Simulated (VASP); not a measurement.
# Sr3Zn2H (P4/mmm) in VASP: a series of runs

The runs below take Sr3Zn2H through relaxation of cell and atoms, single point, with PBE.

Program: VASP 6.6.1. These are calculated values, not measurements. Logs are shortened: lines on timing, memory, paths and dates and some standing lists are left out, and cuts for length are marked.

### Step 1. The cell of the first run

It takes space group P4/mmm (No. 123, tetragonal). Conventional cell: a = 3.395 Å, b = 3.395 Å, c = 10.405 Å, α = 90.00°, β = 90.00°, γ = 90.00°. Sr (site symmetry 4mm) has 4 Zn at 2.91 Å and 4 H at 3.06 Å and 6 Sr at 3.31 to 3.78 Å within 3.8 Å. Within 3.9 Å of Sr (site symmetry 4/mmm) lie 8 Zn at 2.93 Å and 6 Sr at 3.31 to 3.39 Å. Within 3.8 Å of Zn (site symmetry 4mm) lie 8 Sr at 2.91 to 2.93 Å and 5 Zn at 3.34 to 3.39 Å and 1 H at 3.53 Å. H (site symmetry 4/mmm) has 8 Sr at 3.06 Å and 4 H at 3.39 Å and 2 Zn at 3.53 Å within 4.0 Å.

The cell was generated, and may not be a known phase.

### Step 2. Relaxation of cell and atoms, PBE

Input file INCAR:

```
  ALGO = Normal
  EDIFF = 1E-7
  EDIFFG = -0.04
  ENCUT = 600
  GGA = PE
  IBRION = 2
  ISIF = 3
  ISMEAR = 0
  LASPH = True
  LCHARG = False
  LREAL = False
  LWAVE = False
  NELM = 80
  NSW = 90
  PREC = Accurate
  SIGMA = 0.1
```

Input file KPOINTS:

```
k-points
0
Gamma
  6 6 2
```

Input file POSCAR:

```
Sr3Zn2H
1.0
    3.3946681800      0.0000000000      0.0000000000
    0.0000000000      3.3946681800      0.0000000000
    0.0000000000      0.0000000000     10.4047685900
Sr Zn H
3 2 1
Direct
    0.5000000000      0.5000000000      0.1817286000
    0.5000000000      0.5000000000      0.5000000000
    0.5000000000      0.5000000000      0.8182714000
    0.0000000000      0.0000000000      0.3392778000
    0.0000000000      0.0000000000      0.6607222000
    0.0000000000      0.0000000000      0.0000000000
```

Potentials or basis: VASP PAW PBE potentials, release 64 (Sr_sv, Zn, H).

On the command line:

```sh
$ cat potpaw_PBE.64/Sr_sv/POTCAR potpaw_PBE.64/Zn/POTCAR potpaw_PBE.64/H/POTCAR > POTCAR
$ mpirun -np 1 vasp_std > vasp.out
```

OUTCAR:

```text
EDIFF = 1E-7
   EDIFFG = -0.04
   ENCUT = 600
   GGA = PE
   IBRION = 2
   ISIF = 3
   ISMEAR = 0
   LASPH = True
   LREAL = False
   NELM = 80
   NSW = 90
   PREC = Accurate

 ion  position               nearest neighbor table
   1  0.500  0.500  0.182-   4 2.91   4 2.91   4 2.91   4 2.91   2 3.31   3 3.78   2 4.74   2 4.74
                             2 4.74   2 4.74   3 5.08   3 5.08   3 5.08   3 5.08
   2  0.500  0.500  0.500-   4 2.93   5 2.93   4 2.93   5 2.93   4 2.93   5 2.93   4 2.93   5 2.93
                             1 3.31   3 3.31   1 4.74   3 4.74   1 4.74   3 4.74   1 4.74   3 4.74
   3  0.500  0.500  0.818-   5 2.91   5 2.91   5 2.91   5 2.91   2 3.31   1 3.78   2 4.74   2 4.74
                             2 4.74   2 4.74   1 5.08   1 5.08   1 5.08   1 5.08
   4  0.000  0.000  0.339-   1 2.91   1 2.91   1 2.91   1 2.91   2 2.93   2 2.93   2 2.93   2 2.93

   5  0.000  0.000  0.661-   3 2.91   3 2.91   3 2.91   3 2.91   2 2.93   2 2.93   2 2.93   2 2.93

   6  0.000  0.000  0.000-

  LATTYP: Found a simple tetragonal cell.
 ALAT       =     3.3946681800
 C/A-ratio  =     3.0650325859

  Lattice vectors:

 A1 = (   3.3946681800,   0.0000000000,   0.0000000000)
 A2 = (   0.0000000000,   3.3946681800,   0.0000000000)
 A3 = (   0.0000000000,   0.0000000000,  10.4047685900)

Analysis of symmetry for initial positions (statically):
=====================================================================
 Subroutine PRICEL returns:
 Original cell was already a primitive cell.

 Routine SETGRP: Setting up the symmetry group for a
 simple tetragonal supercell.

 Subroutine GETGRP returns: Found 16 space group operations
 (whereof 16 operations were pure point group operations)
 out of a pool of 16 trial point group operations.

The static configuration has the point symmetry D_4h.

Analysis of symmetry for dynamics (positions and initial velocities):
=====================================================================
 Subroutine PRICEL returns:
 Original cell was already a primitive cell.

 Routine SETGRP: Setting up the symmetry group for a
 simple tetragonal supercell.

 Subroutine GETGRP returns: Found 16 space group operations
 (whereof 16 operations were pure point group operations)
 out of a pool of 16 trial point group operations.

The dynamic configuration has the point symmetry D_4h.

 Subroutine INISYM returns: Found 16 space group operations
 (whereof 16 operations are pure point group operations),
 and found     1 'primitive' translations

----------------------------------------------------------------------------------------

                                     Primitive cell

  volume of cell :     119.9022

  direct lattice vectors                    reciprocal lattice vectors
     3.394668180  0.000000000  0.000000000     0.294579602  0.000000000  0.000000000
     0.000000000  3.394668180  0.000000000     0.000000000  0.294579602  0.000000000
     0.000000000  0.000000000 10.404768590     0.000000000  0.000000000  0.096109778

  length of vectors
     3.394668180  3.394668180 10.404768590     0.294579602  0.294579602  0.096109778

  position of ions in fractional coordinates (direct lattice)
     0.500000000  0.500000000  0.181728600
     0.500000000  0.500000000  0.500000000
     0.500000000  0.500000000  0.818271400
     0.000000000  0.000000000  0.339277800
     0.000000000  0.000000000  0.660722200
     0.000000000  0.000000000  0.000000000

  ion indices of the primitive-cell ions
   primitive index   ion index
                 1           1
                 2           2
                 3           3
                 4           4
                 5           5
                 6           6

----------------------------------------------------------------------------------------

 KPOINTS: k-points

Automatic generation of k-mesh.
 Grid dimensions read from file:
 generate k-points for:    6    6    2

 Generating k-lattice:

  Cartesian coordinates                     Fractional coordinates (reciprocal lattice)
     0.049096600  0.000000000  0.000000000     0.166666667  0.000000000  0.000000000
     0.000000000  0.049096600  0.000000000     0.000000000  0.166666667  0.000000000
     0.000000000  0.000000000  0.048054889     0.000000000  0.000000000  0.500000000

  Length of vectors
     0.049096600  0.049096600  0.048054889

  Shift w.r.t. Gamma in fractional coordinates (k-lattice)
     0.000000000  0.000000000  0.000000000

 Subroutine IBZKPT returns following result:
 ===========================================

 Found     20 irreducible k-points:

 Following reciprocal coordinates:
            Coordinates               Weight
  0.000000  0.000000  0.000000      1.000000
  0.166667  0.000000  0.000000      4.000000
  0.333333  0.000000  0.000000      4.000000
  0.500000  0.000000  0.000000      2.000000
  0.166667  0.166667  0.000000      4.000000
  0.333333  0.166667  0.000000      8.000000
[... 12 lines left out ...]
  0.500000  0.333333  0.500000      4.000000
  0.500000  0.500000  0.500000      1.000000
   k-points           NKPTS =     20   k-points in BZ     NKDIM =     20   number of bands    NBANDS=     33
   number of dos      NEDOS =    301   number of ions     NIONS =      6
   total plane-waves  NPLWV =  65856
   dimension x,y,z NGX =    28 NGY =   28 NGZ =   84
   dimension x,y,z NGXF=    56 NGYF=   56 NGZF=  168
   ions per type =               3   2   1
   NGX,Y,Z   is equivalent  to a cutoff of  13.71, 13.71, 13.42 a.u.
   NGXF,Y,Z  is equivalent  to a cutoff of  27.42, 27.42, 26.84 a.u.
 SYSTEM =  unknown system
   PREC   = accura    normal or accurate (medium, high low for compatibility)
   ISTART =      0    job   : 0-new  1-cont  2-samecut
   ICHARG =      2    charge: 1-file 2-atom 10-const
   ISPIN  =      1    spin polarized calculation?
   LNONCOLLINEAR =      F non collinear calculations
   LSORBIT =      F    spin-orbit coupling
   LASPH  =      T    aspherical Exc in radial PAW
   ENCUT  =  600.0 eV  44.10 Ry    6.64 a.u.   6.78  6.78 20.78*2*pi/ulx,y,z
   NELM   =     80;   NELMIN=  2; NELMDL= -5     # of ELM steps
   EDIFF  = 0.1E-06   stopping-criterion for ELM
   LREAL  =      F    real-space projection
   EDIFFG = -.4E-01   stopping-criterion for IOM
   NSW    =     90    number of steps for IOM
   IBRION =      2    ionic relax: 0-MD 1-quasi-New 2-CG
   NFREE  =      1    steps in history (QN), initial steepest desc. (CG)
   ISIF   =      3    stress and relaxation
   ISYM   =      2    0-nonsym 1-usesym 2-fastsym
   POTIM  = 0.5000    time-step for ionic-motion
   TEBEG  =    0.0;   TEEND  =   0.0 temperature during run
   PSTRESS=    0.0 pullay stress
   NELECT =      55.0000    total number of electrons
   NUPDOWN=      -1.0000    fix difference up-down
   EMIN   =  10.00;   EMAX   =-10.00  energy-range for DOS
   EFERMI =   0.00;   METHOD = LEGACY
   ISMEAR =     0;   SIGMA  =   0.10  broadening in eV -4-tet -1-fermi 0-gaus
   EFERMI_NEDOS =   21; number of points for ismear=-14 and -15
   IALGO  =     38    algorithm
   IMIX   =      4    mixing-type and parameters
     AMIX     =   0.40;   BMIX     =  1.00
     AMIX_MAG =   1.60;   BMIX_MAG =  1.00
  volume/ion in A,a.u.               =      19.98       134.86
  Fermi-wavevector in a.u.,A,eV,Ry     =   1.262564  2.385900 21.688606  1.594068
  Thomas-Fermi vector in A             =   2.395966
   LORBIT       =      0    0 simple, 1 ext, 2 COOP (PROOUT), +10 PAW based schemes
   GGA     = PE    functional components
   LHFCALC =     F    Hartree Fock is set to
   AEXX    =    0.0000 exact exchange contribution
   IVDW    =     0    specifies the selected vdW correction
   LEPSILON=     F    determine dielectric tensor
   LRPA    =     F    only Hartree local field effects (RPA)
 conjugate gradient relaxation of ions
 non-spin polarized calculation
 Gauss-broadening in eV      SIGMA  =   0.10
  energy-cutoff  :      600.00
  volume of cell :      119.90
 maximum number of plane-waves:      4044
 NGX is ok and might be reduce to    28
   NGX = 13   NGY = 13   NGZ = 41

--------------------------------------- Ionic step        1  -------------------------------------------

 number of electron      54.9999989 magnetization

 Free energy of the ion-electron system (eV)
  ---------------------------------------------------
  ext. energy  EPLUGINS =         0.00000000
  ---------------------------------------------------
  free energy    TOTEN  =        -8.50084801 eV

  energy without entropy =       -8.48627996  energy(sigma->0) =       -8.49356399

 E-fermi :   3.7153     XC(G=0): -10.0254

 val. band max:        3.6969193374   @ k =   0.3333   0.1667   0.0000
 cond. band min:       3.8057106796   @ k =   0.3333   0.3333   0.0000
 fundamental gap:      0.1087913422
 Fermi energy:         3.7153246887

 k-point     1 :       0.0000    0.0000    0.0000
  band No.  band energies     occupation
      1     -31.9618      2.00000
      2     -31.9470      2.00000
      3     -31.0803      2.00000
      4     -14.3250      2.00000
      5     -14.2992      2.00000
      6     -13.6446      2.00000
[... 822 lines left out ...]
  FREE ENERGIE OF THE ION-ELECTRON SYSTEM (eV)
  ---------------------------------------------------
  free  energy   TOTEN  =       -10.9211857748 eV

  energy  without entropy=      -10.9090061652  energy(sigma->0) =      -10.91509597

[... ionic steps 4 to 7 ...]

--------------------------------------- Ionic step        8  -------------------------------------------

 number of electron      55.0000029 magnetization

------------------------ aborting loop because EDIFF is reached ----------------------------------------

  FORCE on cell =-STRESS in cart. coord.  units (eV):
  Direction    XX          YY          ZZ          XY          YZ          ZX
  --------------------------------------------------------------------------------------
  -------------------------------------------------------------------------------------
  Total        0.2634284      0.2634284      0.5443143      0.0000000      0.0000000      0.0000000
  in kB        2.5803286      2.5803286      5.3316572      0.0000000      0.0000000      0.0000000
  external PRESSURE =       3.4974381 kB  Pullay stress =       0.0000000 kB
[... 65 lines left out ...]
  energy  without entropy=      -10.9356919891  energy(sigma->0) =      -10.94264768

--------------------------------------- Ionic step       10  -------------------------------------------

 number of electron      55.0000023 magnetization

 Free energy of the ion-electron system (eV)
  ---------------------------------------------------
  ext. energy  EPLUGINS =         0.00000000
  ---------------------------------------------------
  free energy    TOTEN  =       -10.94984758 eV

  energy without entropy =      -10.93595477  energy(sigma->0) =      -10.94290118

 E-fermi :   2.1560     XC(G=0):  -8.6976

 val. band max:        2.1254096649   @ k =   0.5000   0.3333   0.0000
 cond. band min:       2.1761996938   @ k =   0.3333   0.3333   0.0000
 fundamental gap:      0.0507900289
 Fermi energy:         2.1560472421

 k-point     1 :       0.0000    0.0000    0.0000
  band No.  band energies     occupation
      1     -34.1914      2.00000
      2     -34.1799      2.00000
      3     -33.3167      2.00000
      4     -16.3329      2.00000
      5     -16.1720      2.00000
      6     -16.0421      2.00000
[... 742 lines left out ...]
  FREE ENERGIE OF THE ION-ELECTRON SYSTEM (eV)
  ---------------------------------------------------
  free  energy   TOTEN  =       -10.9498475813 eV

  energy  without entropy=      -10.9359547697  energy(sigma->0) =      -10.94290118

 reached required accuracy - stopping structural energy minimisation
```

Wall time 6.8 min (1 thread of AMD EPYC 9R45 (Zen 5), shared host); peak memory 0.28 GiB.

What came out:

* Free energy: -10.9498 eV
* Relaxed volume: 28.01 Å³/atom
* Relaxed cell: a = 3.792 Å, b = 3.792 Å, c = 11.688 Å, α = 90.00°, β = 90.00°, γ = 90.00°
* Space group after relaxing (to 0.1 Å): P4/mmm (No. 123)
* Energy gained by relaxing: 408.2 meV/atom
* Ionic steps: 10
* Pressure after relaxing: -0.2 GPa
* Largest force after relaxing: 0.025 eV/Å
* Band gap on the k mesh: zero (an odd number of electrons rules out a gap without spin polarisation)

Forces on the atoms (eV/Å):
```
Sr   0.000  0.000  0.025
Sr   0.000  0.000  0.000
Sr   0.000  0.000 -0.025
Zn   0.000  0.000 -0.012
Zn   0.000  0.000  0.012
H    0.000  0.000  0.000
```

The path:
```csv
step,energy change (eV),largest force (eV/Å),pressure (GPa),volume (Å³)
1,0.0000,2.3918,18.96,119.90
2,-2.4133,0.2030,0.51,165.80
3,-2.4203,0.1576,-0.20,170.37
4,-2.4206,0.1559,-0.03,169.24
5,-2.4247,0.1458,-0.02,168.98
6,-2.4350,0.1179,0.02,168.20
7,-2.4471,0.0516,0.11,166.65
8,-2.4349,0.1181,0.35,163.57
9,-2.4488,0.0235,0.16,165.88
10,-2.4490,0.0251,-0.17,168.07
```

Final structure:
```
Sr Zn H
1.0
     3.79214    0.00000    0.00000
     0.00000    3.79214    0.00000
     0.00000    0.00000   11.68756
Sr Zn H
3 2 1
Direct
  0.50000 0.50000 0.16265
  0.50000 0.50000 0.50000
  0.50000 0.50000 0.83735
  0.00000 0.00000 0.33150
  0.00000 0.00000 0.66850
  0.00000 0.00000 0.00000
```

Caveat: the volume moved by over 15 % at a fixed basis, so the end points are rough.

[end of part 1 of 2]

The gap in the log of VASP goes by the Fermi energy; the results here count the filled bands.